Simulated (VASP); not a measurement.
# HgTe in VASP: a series of runs

HgTe is run at these levels: PBE; tasks: relaxation of the atoms.

Program: VASP 6.6.1. These are calculated values, not measurements. Logs are shortened: lines on timing, memory, paths and dates and some standing lists are left out, and cuts for length are marked.

## (1) The cell of the first run

Symmetry: Fm-3m, No. 225, cubic system. The conventional cell has a = 5.920 Å, b = 5.920 Å, c = 5.920 Å, α = 90.00°, β = 90.00°, γ = 90.00°. Within 3.9 Å of Hg (site symmetry m-3m) lie 6 Te at 2.96 Å. Within 3.9 Å of Te (site symmetry m-3m) lie 6 Hg at 2.96 Å.

## (2) Relaxation of the atoms, PBE (25.93 Å³/atom)

INCAR

```
SYSTEM = HgTe
  ALGO = Normal
  EDIFF = 1E-6
  EDIFFG = -0.02
  ENCUT = 520
  GGA = PE
  IBRION = 2
  ISIF = 2
  ISMEAR = -1
  LASPH = .True.
  LCHARG = .False.
  LREAL = .False.
  LWAVE = .False.
  NELM = 80
  NSW = 80
  PREC = Accurate
  SIGMA = 0.05
```

KPOINTS

```
k-points
0
Gamma
  14 14 14
  0 0 0
```

POSCAR

```
HgTe
1.0
    0.0000000000      2.9599451983      2.9599451983
    2.9599451983      0.0000000000      2.9599451983
    2.9599451983      2.9599451983      0.0000000000
Hg Te
1 1
Direct
    0.0000000000      0.0000000000      0.0000000000
    0.5000000000      0.5000000000      0.5000000000
```

Potentials or basis: VASP PAW PBE potentials, release 64 (Hg, Te).

Run with:

```console
$ cat potpaw_PBE.64/Hg/POTCAR potpaw_PBE.64/Te/POTCAR > POTCAR
$ mpirun -np 1 vasp_std > vasp.out
```

OUTCAR:

```text
SYSTEM = HgTe
   EDIFF = 1E-6
   EDIFFG = -0.02
   ENCUT = 520
   GGA = PE
   IBRION = 2
   ISIF = 2
   ISMEAR = -1
   LASPH = .True.
   LREAL = .False.
   NELM = 80
   NSW = 80
   PREC = Accurate

 ion  position               nearest neighbor table
   1  0.000  0.000  0.000-   2 2.96   2 2.96   2 2.96   2 2.96   2 2.96   2 2.96
   2  0.500  0.500  0.500-   1 2.96   1 2.96   1 2.96   1 2.96   1 2.96   1 2.96

  LATTYP: Found a face centered cubic cell.
 ALAT       =     5.9198903966

  Lattice vectors:

 A1 = (   0.0000000000,   2.9599451983,   2.9599451983)
 A2 = (   2.9599451983,   0.0000000000,   2.9599451983)
 A3 = (   2.9599451983,   2.9599451983,   0.0000000000)

Analysis of symmetry for initial positions (statically):
=====================================================================
 Subroutine PRICEL returns:
 Original cell was already a primitive cell.

 Routine SETGRP: Setting up the symmetry group for a
 face centered cubic supercell.

 Subroutine GETGRP returns: Found 48 space group operations
 (whereof 48 operations were pure point group operations)
 out of a pool of 48 trial point group operations.

The static configuration has the point symmetry O_h .

Analysis of symmetry for dynamics (positions and initial velocities):
=====================================================================
 Subroutine PRICEL returns:
 Original cell was already a primitive cell.

 Routine SETGRP: Setting up the symmetry group for a
 face centered cubic supercell.

 Subroutine GETGRP returns: Found 48 space group operations
 (whereof 48 operations were pure point group operations)
 out of a pool of 48 trial point group operations.

The dynamic configuration has the point symmetry O_h .

 Subroutine INISYM returns: Found 48 space group operations
 (whereof 48 operations are pure point group operations),
 and found     1 'primitive' translations

----------------------------------------------------------------------------------------

                                     Primitive cell

  volume of cell :      51.8658

  direct lattice vectors                    reciprocal lattice vectors
     0.000000000  2.959945198  2.959945198    -0.168922046  0.168922046  0.168922046
     2.959945198  0.000000000  2.959945198     0.168922046 -0.168922046  0.168922046
     2.959945198  2.959945198  0.000000000     0.168922046  0.168922046 -0.168922046

  length of vectors
     4.185994643  4.185994643  4.185994643     0.292581567  0.292581567  0.292581567

  position of ions in fractional coordinates (direct lattice)
     0.000000000  0.000000000  0.000000000
     0.500000000  0.500000000  0.500000000

  ion indices of the primitive-cell ions
   primitive index   ion index
                 1           1
                 2           2

----------------------------------------------------------------------------------------

 KPOINTS: k-points

Automatic generation of k-mesh.
 Grid dimensions read from file:
 generate k-points for:   14   14   14

 Generating k-lattice:

  Cartesian coordinates                     Fractional coordinates (reciprocal lattice)
    -0.012065860  0.012065860  0.012065860     0.071428571  0.000000000  0.000000000
     0.012065860 -0.012065860  0.012065860     0.000000000  0.071428571  0.000000000
     0.012065860  0.012065860 -0.012065860     0.000000000  0.000000000  0.071428571

  Length of vectors
     0.020898683  0.020898683  0.020898683

  Shift w.r.t. Gamma in fractional coordinates (k-lattice)
     0.000000000  0.000000000  0.000000000

 Subroutine IBZKPT returns following result:
 ===========================================

 Found    104 irreducible k-points:

 Following reciprocal coordinates:
            Coordinates               Weight
  0.000000  0.000000  0.000000      1.000000
  0.071429  0.000000  0.000000      8.000000
  0.142857  0.000000  0.000000      8.000000
  0.214286  0.000000  0.000000      8.000000
  0.285714  0.000000  0.000000      8.000000
  0.357143  0.000000  0.000000      8.000000
[... 16 lines left out ...]
  0.214286  0.142857  0.000000     24.000000
  0.285714  0.142857  0.000000     24.000000
 [... further k-points ...]
   k-points           NKPTS =    104   k-points in BZ     NKDIM =    104   number of bands    NBANDS=     13
   number of dos      NEDOS =    301   number of ions     NIONS =      2
   total plane-waves  NPLWV =  32768
   dimension x,y,z NGX =    32 NGY =   32 NGZ =   32
   dimension x,y,z NGXF=    64 NGYF=   64 NGZF=   64
   ions per type =               1   1
   NGX,Y,Z   is equivalent  to a cutoff of  12.71, 12.71, 12.71 a.u.
   NGXF,Y,Z  is equivalent  to a cutoff of  25.42, 25.42, 25.42 a.u.
 SYSTEM =  HgTe
   PREC   = accura    normal or accurate (medium, high low for compatibility)
   ISTART =      0    job   : 0-new  1-cont  2-samecut
   ICHARG =      2    charge: 1-file 2-atom 10-const
   ISPIN  =      1    spin polarized calculation?
   LNONCOLLINEAR =      F non collinear calculations
   LSORBIT =      F    spin-orbit coupling
   LASPH  =      T    aspherical Exc in radial PAW
   ENCUT  =  520.0 eV  38.22 Ry    6.18 a.u.   7.78  7.78  7.78*2*pi/ulx,y,z
   NELM   =     80;   NELMIN=  2; NELMDL= -5     # of ELM steps
   EDIFF  = 0.1E-05   stopping-criterion for ELM
   LREAL  =      F    real-space projection
   EDIFFG = -.2E-01   stopping-criterion for IOM
   NSW    =     80    number of steps for IOM
   IBRION =      2    ionic relax: 0-MD 1-quasi-New 2-CG
   NFREE  =      1    steps in history (QN), initial steepest desc. (CG)
   ISIF   =      2    stress and relaxation
   ISYM   =      2    0-nonsym 1-usesym 2-fastsym
   POTIM  = 0.5000    time-step for ionic-motion
   TEBEG  =    0.0;   TEEND  =   0.0 temperature during run
   PSTRESS=    0.0 pullay stress
   NELECT =      18.0000    total number of electrons
   NUPDOWN=      -1.0000    fix difference up-down
   EMIN   =  10.00;   EMAX   =-10.00  energy-range for DOS
   EFERMI =   0.00;   METHOD = LEGACY
   ISMEAR =    -1;   SIGMA  =   0.05  broadening in eV -4-tet -1-fermi 0-gaus
   EFERMI_NEDOS =   21; number of points for ismear=-14 and -15
   IALGO  =     38    algorithm
   IMIX   =      4    mixing-type and parameters
     AMIX     =   0.40;   BMIX     =  1.00
     AMIX_MAG =   1.60;   BMIX_MAG =  1.00
  volume/ion in A,a.u.               =      25.93       175.00
  Fermi-wavevector in a.u.,A,eV,Ry     =   1.150461  2.174057 18.008142  1.323561
  Thomas-Fermi vector in A             =   2.287125
   LORBIT       =      0    0 simple, 1 ext, 2 COOP (PROOUT), +10 PAW based schemes
   GGA     = PE    functional components
   LHFCALC =     F    Hartree Fock is set to
   AEXX    =    0.0000 exact exchange contribution
   IVDW    =     0    specifies the selected vdW correction
   LEPSILON=     F    determine dielectric tensor
   LRPA    =     F    only Hartree local field effects (RPA)
 conjugate gradient relaxation of ions
 non-spin polarized calculation
  energy-cutoff  :      520.00
  volume of cell :       51.87
 maximum number of plane-waves:      1416
   NGX = 15   NGY = 15   NGZ = 15

 number of electron      17.9999998 magnetization

 Free energy of the ion-electron system (eV)
  ---------------------------------------------------
  ext. energy  EPLUGINS =         0.00000000
  ---------------------------------------------------
  free energy    TOTEN  =        -3.22700348 eV

  energy without entropy =       -3.21749180  energy(sigma->0) =       -3.22224764

 E-fermi :   5.4621     XC(G=0): -10.3108

 val. band max:        5.4599758799   @ k =   0.4286   0.1429   0.0714
 cond. band min:       5.4673429796   @ k =   0.4286   0.0714   0.0000
 fundamental gap:      0.0073670997
 Fermi energy:         5.4620794289

 k-point     1 :       0.0000    0.0000    0.0000
  band No.  band energies     occupation
      1      -7.2545      2.00000
      2      -1.6241      2.00000
      3      -1.6241      2.00000
      4      -1.5614      2.00000
      5      -1.5614      2.00000
      6      -1.5614      2.00000
      7       4.6119      2.00000
      8       4.6119      2.00000
      9       4.6119      2.00000
     10       4.8934      1.99998
     11      13.1393      0.00000
     12      13.1393      0.00000
     13      13.1393      0.00000

 k-point     2 :       0.0714    0.0000    0.0000
  band No.  band energies     occupation
      1      -7.2022      2.00000
      2      -1.6451      2.00000
      3      -1.6451      2.00000
      4      -1.5693      2.00000
      5      -1.5538      2.00000
      6      -1.5538      2.00000
      7       3.6256      2.00000
      8       4.6626      2.00000
      9       4.6626      2.00000
     10       5.8463      0.00092
     11      12.2681      0.00000
     12      12.8094      0.00000
     13      12.8094      0.00000

 k-point     3 :       0.1429    0.0000    0.0000
  band No.  band energies     occupation
      1      -7.0484      2.00000
      2      -1.7083      2.00000
      3      -1.7083      2.00000
      4      -1.5960      2.00000
      5      -1.5267      2.00000
      6      -1.5267      2.00000
      7       2.5350      2.00000
      8       4.8068      2.00000
      9       4.8068      2.00000
     10       6.8194      0.00000
     11      11.3430      0.00000
     12      12.0596      0.00000
     13      12.0596      0.00000

 k-point     4 :       0.2143    0.0000    0.0000
  band No.  band energies     occupation
      1      -6.8033      2.00000
      2      -1.7988      2.00000
      3      -1.7988      2.00000
      4      -1.6519      2.00000
      5      -1.4841      2.00000
      6      -1.4841      2.00000
      7       1.5203      2.00000
      8       5.0233      1.99969
      9       5.0233      1.99969
     10       7.5822      0.00000
     11      10.5583      0.00000
     12      11.2383      0.00000
     13      11.2383      0.00000

 k-point     5 :       0.2857    0.0000    0.0000
  band No.  band energies     occupation
      1      -6.4890      2.00000
      2      -1.8955      2.00000
      3      -1.8955      2.00000
      4      -1.7598      2.00000
      5      -1.4354      2.00000
      6      -1.4354      2.00000
      7       0.6518      2.00000
      8       5.2814      1.94752
      9       5.2814      1.94752
     10       8.0146      0.00000
     11      10.0013      0.00000
     12      10.4800      0.00000
     13      10.4800      0.00000
[... 257 lines left out ...]
 k-point    22 :       0.1429    0.1429    0.0000
  band No.  band energies     occupation
      1      -6.9902      2.00000
      2      -1.8253      2.00000
      3      -1.6013      2.00000
      4      -1.5957      2.00000
      5      -1.5282      2.00000
      6      -1.5282      2.00000
      7       2.8047      2.00000
      8       4.2953      2.00000
      9       4.2953      2.00000
     10       7.4444      0.00000
     11      10.5402      0.00000
     12      11.6900      0.00000
     13      12.6049      0.00000

 k-point    23 :       0.2143    0.1429    0.0000
  band No.  band energies     occupation
      1      -6.8232      2.00000
      2      -1.9084      2.00000
      3      -1.6308      2.00000
      4      -1.6166      2.00000
      5      -1.5048      2.00000
      6      -1.4862      2.00000
      7       2.2003      2.00000
      8       4.2061      2.00000
      9       4.3802      2.00000
     10       7.6904      0.00000
     11      10.1313      0.00000
     12      11.3584      0.00000
     13      12.4676      0.00000

 k-point    24 :       0.2857    0.1429    0.0000
  band No.  band energies     occupation
      1      -6.5815      2.00000
      2      -1.9843      2.00000
      3      -1.7067      2.00000
      4      -1.6510      2.00000
      5      -1.4709      2.00000
      6      -1.4288      2.00000
      7       1.3756      2.00000
      8       4.2416      2.00000
      9       4.6411      2.00000
     10       7.4893      0.00000
     11      10.0199      0.00000
     12      11.2796      0.00000
     13      12.0563      0.00000

 [... further k-points ...]

------------------------ aborting loop because EDIFF is reached ----------------------------------------

  FORCE on cell =-STRESS in cart. coord.  units (eV):
  Direction    XX          YY          ZZ          XY          YZ          ZX
  --------------------------------------------------------------------------------------
  -------------------------------------------------------------------------------------
  Total        2.3065219      2.3065219      2.3065219     -0.0000000     -0.0000000      0.0000000
  in kB       71.2503748     71.2503748     71.2503748     -0.0000000     -0.0000000      0.0000000
  external PRESSURE =      71.2503748 kB  Pullay stress =       0.0000000 kB

 VOLUME and BASIS-vectors are now :
 -----------------------------------------------------------------------------
  energy-cutoff  :      520.00
  volume of cell :       51.87
      direct lattice vectors                 reciprocal lattice vectors
     0.000000000  2.959945198  2.959945198    -0.168922046  0.168922046  0.168922046
     2.959945198  0.000000000  2.959945198     0.168922046 -0.168922046  0.168922046
     2.959945198  2.959945198  0.000000000     0.168922046  0.168922046 -0.168922046

 POSITION                                       TOTAL-FORCE (eV/Angst)
 -----------------------------------------------------------------------------------
      0.00000      0.00000      0.00000         0.000000     -0.000000     -0.000000
      2.95995      2.95995      2.95995        -0.000000      0.000000      0.000000
 -----------------------------------------------------------------------------------
    total drift:                                0.000000     -0.000000     -0.000000

  FREE ENERGIE OF THE ION-ELECTRON SYSTEM (eV)
  ---------------------------------------------------
  free  energy   TOTEN  =        -3.2270034815 eV

  energy  without entropy=       -3.2174917977  energy(sigma->0) =       -3.22224764

 reached required accuracy - stopping structural energy minimisation
```

Wall time 70 s (1 thread of AMD EPYC 7R13, shared host); peak memory 0.2 GiB.

What came out:

```
Free energy             : -3.2270 eV
Pressure after relaxing : 7.1 GPa
Band gap on the k mesh  : zero (bands 9 and 10 overlap by 3.01 eV)
```

Final structure:
```
Hg Te
1.0
     0.00000    2.95995    2.95995
     2.95995    0.00000    2.95995
     2.95995    2.95995    0.00000
Hg Te
1 1
Cartesian
  0.0000 0.0000 0.0000
  2.9599 2.9599 2.9599
```

Caveat: the relaxation stopped at its first step, so nothing moved; spin-orbit coupling is left out, which moves the levels of the heavy elements.

## (3) Relaxation of the atoms, PBE (z stretched by -3 %)

INCAR

```
PREC = Accurate ; ENCUT = 520
EDIFF = 1E-7 ; ISMEAR = -1
SIGMA = 0.05 ; LREAL = F
LASPH = T ; NELM = 60
ALGO = Normal ; ISIF = 2
LWAVE = F ; LCHARG = F
GGA = PE ; IBRION = 2
NSW = 80 ; EDIFFG = -0.02
KPAR = 4
```

KPOINTS

```
regular mesh
0
Gamma
  14 14 14
```

POSCAR

```
HgTe
1.0
    0.0000000000      2.9215000000      2.8338550000
    2.9215000000      0.0000000000      2.8338550000
    2.9215000000      2.9215000000      0.0000000000
Hg Te
1 1
Direct
    0.0000000000      0.0000000000      0.0000000000
    0.5000000000      0.5000000000      0.5000000000
```

Potentials or basis: VASP PAW PBE potentials, release 64 (Hg, Te).

Run with:

```console
$ cat potpaw_PBE.64/Hg/POTCAR potpaw_PBE.64/Te/POTCAR > POTCAR
$ mpirun -np 4 vasp_std > vasp.out
```

Wall time 73 s (4 MPI ranks of Oxide Virtual Turin-like, shared host); peak memory 0.28 GiB.

It converged, with:

* Free energy: -2.9880 eV
* Pressure after relaxing: 14.1 GPa
* Band gap on the k mesh: zero (bands 9 and 10 overlap by 3.63 eV)

Stress tensor (GPa, compression positive):
```
12.57  0.00  0.00
 0.00 12.57  0.00
 0.00  0.00 17.10
```

Final structure:
```
Hg Te
1.0
     0.00000    2.92150    2.83385
     2.92150    0.00000    2.83385
     2.92150    2.92150    0.00000
Hg Te
1 1
Direct
  0.00000 0.00000 0.00000
  0.50000 0.50000 0.50000
```

Levels at points of the mesh, in eV from the Fermi level:
```tsv
k point	band 6	band 7	band 8	band 9	band 10	band 11	band 12	band 13
(0.00, 0.00, 0.00)	-7.31	-1.14	-0.90	-0.90	-0.19	7.69	7.69	7.77
(0.50, 0.00, 0.00)	-7.11	-6.22	0.33	0.56	2.39	3.54	3.86	4.53
(0.50, 0.50, 0.00)	-6.00	-5.45	-3.16	-3.07	-3.07	4.47	9.98	9.98
(0.50, 0.00, 0.50)	-6.10	-5.44	-3.10	-2.89	-2.77	4.66	9.61	10.61
```

Caveat: the cell differs from its parent crystal (z stretched by -3 %); the relaxation stopped at its first step, so nothing moved; spin-orbit coupling is left out, which moves the levels of the heavy elements.
